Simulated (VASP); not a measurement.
# Cd48HSe48 (a cell with a defect) in VASP: a series of runs, part 2 of 2

VASP 6.6.1. Earlier steps stand in the parts before.

### 3 Single point, PBEsol

File INCAR:

```
SYSTEM = Cd48HSe48
ALGO     = Normal         ! electronic algorithm
EDIFF    = 1E-6           ! SCF threshold, eV
ENCUT    = 400            ! plane-wave cutoff, eV
GGA      = PS             ! functional
GGA_COMPAT= .False.      
ISIF     = 2              ! what is computed and relaxed
ISMEAR   = -1             ! smearing method
ISYM     = -1           
KPAR     = 1            
LASPH    = .True.         ! aspherical terms in the spheres
LCHARG   = .False.        ! write CHGCAR
LREAL    = Auto         
LWAVE    = .False.        ! write WAVECAR
NBANDS   = 486            ! bands
NELECT   = 866.0        
NELM     = 120            ! most SCF steps
PREC     = Accurate       ! precision mode
SIGMA    = 0.05           ! smearing width, eV
```

File KPOINTS:

```
explicit points
1
Reciprocal
  0.25000000   0.25000000   0.25000000 1
```

File POSCAR:

```
Cd48HSe48
1.0
   12.9066740000      0.0000000000      0.0000000000
    0.0000000000     14.9033430000      0.0000000000
    0.0000000000      0.0000000000     14.0415350000
Cd Se H
48 48 1
Direct
    0.9997740000      0.1673390000      0.0028450000
    0.9976540000      0.1730710000      0.4984700000
    0.3338170000      0.1672760000      0.0030200000
    0.3361880000      0.1736030000      0.4983500000
    0.1669000000      0.4162120000      0.0047450000
    0.1683290000      0.4101340000      0.4957180000
    0.0021250000      0.6673730000      0.9980870000
    0.0047410000      0.6695050000      0.4996710000
    0.6667910000      0.1643630000      0.9986480000
    0.6667400000      0.1593370000      0.4994150000
    0.4994490000      0.4161090000      0.9984380000
    0.5316610000      0.4325620000      0.5070370000
    0.3310990000      0.6675920000      0.9979950000
    0.3277380000      0.6698790000      0.4998410000
    0.1667150000      0.9175700000      0.0004950000
    0.1666020000      0.9237270000      0.5005920000
    0.8342640000      0.4161800000      0.9985230000
    0.8064690000      0.4299220000      0.5055200000
    0.6668340000      0.6676980000      0.9977420000
    0.6662630000      0.6354780000      0.5074490000
    0.5000700000      0.9165280000      0.0026390000
    0.5051570000      0.9106290000      0.4978430000
    0.8334740000      0.9164860000      0.0025920000
    0.8285310000      0.9107990000      0.4978110000
    0.1668250000      0.0852860000      0.2515220000
    0.1665450000      0.0835120000      0.7510920000
    0.9987720000      0.3345500000      0.2585560000
    0.0021960000      0.3326660000      0.7505410000
    0.5000760000      0.0826120000      0.2520100000
    0.4998000000      0.0839670000      0.7494360000
    0.3354560000      0.3346350000      0.2592420000
    0.3305890000      0.3323610000      0.7506070000
    0.1668170000      0.5830180000      0.2514980000
    0.1666080000      0.5825500000      0.7477410000
    0.0007450000      0.8337380000      0.2509280000
    0.9991550000      0.8333200000      0.7491870000
    0.8334650000      0.0826490000      0.2519380000
    0.8334600000      0.0839770000      0.7494360000
    0.6668970000      0.3319360000      0.2434330000
    0.6663850000      0.3350000000      0.7508720000
    0.4989100000      0.5842620000      0.2423850000
    0.5014210000      0.5824730000      0.7510460000
    0.3326750000      0.8337630000      0.2510990000
    0.3339920000      0.8334160000      0.7491360000
    0.8345150000      0.5841580000      0.2427540000
    0.8315330000      0.5825000000      0.7504940000
    0.6667230000      0.8314010000      0.2582860000
    0.6666560000      0.8363800000      0.7503570000
    0.9992730000      0.1684350000      0.1906360000
    0.0005120000      0.1664190000      0.6875190000
    0.3344150000      0.1685970000      0.1908130000
    0.3327550000      0.1662040000      0.6874580000
    0.1672060000      0.4150320000      0.1923910000
    0.1665880000      0.4162130000      0.6855830000
    0.0029550000      0.6682180000      0.1853150000
    0.9991590000      0.6664950000      0.6878620000
    0.6668180000      0.1634600000      0.1858840000
    0.6666690000      0.1674200000      0.6878850000
    0.4991840000      0.4160850000      0.1857270000
    0.4976270000      0.4155340000      0.6922920000
    0.3304760000      0.6683990000      0.1851300000
    0.3340960000      0.6665570000      0.6879440000
    0.1667660000      0.9186950000      0.1883980000
    0.1665770000      0.9170170000      0.6886290000
    0.8348250000      0.4160430000      0.1858310000
    0.8351430000      0.4155060000      0.6917240000
    0.6668780000      0.6679720000      0.1849560000
    0.6664070000      0.6692820000      0.6925320000
    0.5013920000      0.9153960000      0.1903500000
    0.4997550000      0.9175300000      0.6867880000
    0.8321220000      0.9154210000      0.1903200000
    0.8335950000      0.9175650000      0.6867580000
    0.1669490000      0.0901590000      0.4392170000
    0.1667000000      0.0845370000      0.9393870000
    0.9888360000      0.3409350000      0.4447300000
    0.0016870000      0.3330460000      0.9387050000
    0.4977770000      0.0789080000      0.4395500000
    0.4985680000      0.0826460000      0.9378440000
    0.3477630000      0.3414850000      0.4452110000
    0.3318750000      0.3329040000      0.9386970000
    0.1664690000      0.5804750000      0.4387510000
    0.1666260000      0.5813090000      0.9361700000
    0.0026370000      0.8363030000      0.4385960000
    0.0000730000      0.8344430000      0.9374360000
    0.8357000000      0.0790110000      0.4394820000
    0.8348550000      0.0826380000      0.9378240000
    0.6674410000      0.3212180000      0.4290710000
    0.6668090000      0.3320370000      0.9389880000
    0.4887910000      0.5895480000      0.4279150000
    0.4990030000      0.5838050000      0.9390220000
    0.3306300000      0.8365850000      0.4387210000
    0.3332860000      0.8346300000      0.9373700000
    0.8435880000      0.5885440000      0.4284570000
    0.8342320000      0.5837010000      0.9386090000
    0.6668110000      0.8176160000      0.4443620000
    0.6666790000      0.8350810000      0.9382990000
    0.6660710000      0.4991230000      0.5470910000
```

Potentials or basis: VASP PAW PBE potentials, release 64 (Cd, Se, H).

Launch:

```bash
cat potpaw_PBE.64/Cd/POTCAR potpaw_PBE.64/Se/POTCAR potpaw_PBE.64/H/POTCAR > POTCAR
mpirun -np 4 vasp_std > vasp.out
```

Wall time 9.6 min (4 MPI ranks of Intel Xeon Platinum 8259CL at 2.50GHz (Skylake/Cascade Lake), shared host); peak memory 0.7 GiB.

Results (log left out):

```yaml
Free_energy: -296.4963 eV
Largest_force: 0.037 eV/Å
```

Forces in eV/Å, atoms in the order of the input:
```
Cd  -0.001 -0.003  0.000
Cd   0.000 -0.005  0.005
Cd   0.001 -0.001  0.000
Cd   0.000 -0.005  0.007
Cd   0.001 -0.003  0.000
Cd   0.000 -0.001  0.007
Cd   0.000  0.002 -0.004
Cd   0.001  0.005  0.008
Cd   0.000  0.001 -0.003
Cd  -0.001 -0.009  0.007
Cd  -0.002 -0.001 -0.003
Cd  -0.027 -0.017  0.009
Cd   0.000  0.001 -0.006
Cd   0.000  0.005  0.005
Cd  -0.001  0.001  0.000
Cd  -0.001  0.001  0.005
Cd   0.000 -0.002 -0.002
Cd   0.023 -0.010  0.005
Cd   0.000  0.000 -0.003
Cd   0.002  0.027  0.005
Cd  -0.001  0.000  0.000
Cd  -0.001 -0.001  0.006
Cd   0.000  0.000  0.001
Cd   0.001 -0.003  0.005
Cd   0.000 -0.002  0.001
Cd   0.000  0.004  0.005
Cd   0.001 -0.002 -0.007
Cd   0.017 -0.013  0.004
Cd  -0.001  0.001 -0.001
Cd  -0.002 -0.001  0.001
Cd  -0.002 -0.002 -0.010
Cd  -0.017 -0.014  0.004
Cd  -0.001 -0.001 -0.001
Cd  -0.001 -0.002  0.002
Cd   0.001  0.000  0.000
Cd  -0.001  0.001  0.001
Cd   0.001  0.001 -0.001
Cd   0.001  0.000  0.001
Cd   0.000 -0.001 -0.008
Cd   0.000 -0.007  0.007
Cd  -0.001  0.002 -0.008
Cd  -0.003  0.002  0.005
Cd  -0.001  0.001  0.000
Cd   0.001  0.002  0.000
Cd  -0.001  0.001 -0.009
Cd   0.005  0.003  0.007
Cd   0.000  0.003 -0.005
Cd   0.000  0.015  0.002
Se   0.003  0.002 -0.001
Se  -0.003 -0.001 -0.006
Se  -0.001  0.002 -0.003
Se   0.000 -0.001 -0.006
Se   0.002 -0.007  0.004
Se  -0.001  0.006 -0.007
Se   0.008 -0.001  0.013
Se  -0.008 -0.006 -0.001
Se  -0.003  0.001  0.012
Se   0.000  0.006 -0.003
Se  -0.004  0.000  0.004
Se  -0.027 -0.009 -0.001
Se  -0.006 -0.003  0.015
Se   0.008 -0.003  0.001
Se  -0.003 -0.003 -0.003
Se   0.002  0.009 -0.005
Se   0.005 -0.005  0.002
Se   0.015 -0.007 -0.005
Se  -0.001  0.001  0.002
Se   0.002  0.000  0.002
Se   0.004  0.004  0.002
Se   0.004  0.004 -0.008
Se  -0.006  0.002  0.004
Se  -0.004  0.003 -0.007
Se  -0.001  0.011 -0.005
Se   0.000  0.001 -0.001
Se  -0.011  0.015  0.010
Se   0.002  0.004 -0.007
Se   0.001 -0.004 -0.005
Se   0.003 -0.003  0.001
Se   0.021  0.021  0.021
Se  -0.003  0.003 -0.006
Se   0.003  0.004 -0.008
Se   0.001 -0.004  0.005
Se  -0.001 -0.002 -0.003
Se  -0.003  0.001  0.002
Se  -0.002 -0.004 -0.004
Se   0.000 -0.004 -0.004
Se   0.005 -0.005 -0.011
Se   0.003 -0.001 -0.004
Se  -0.019  0.011 -0.012
Se   0.001 -0.001 -0.005
Se   0.002  0.000 -0.002
Se   0.001 -0.003  0.000
Se   0.008  0.004 -0.014
Se  -0.001 -0.002 -0.004
Se   0.001 -0.017  0.006
Se   0.000  0.003 -0.005
H    0.012  0.007  0.001
```

Levels at points of the mesh, in eV from the Fermi level:
```
           k point  band 429  band 430  band 431  band 432  band 433  band 434  band 435  band 436  band 437  band 438
(0.25, 0.25, 0.25)     -1.30     -1.27     -1.12     -1.03     -0.60      0.60      1.37      1.47      1.52      1.61
```

Caveat: the cell carries a net charge on a neutralising background, which shifts energy and pressure; the cell is charged against a uniform background, so pressure and absolute levels hang on convention; the PAW data sets were made with another functional, which shifts forces and pressure a little.
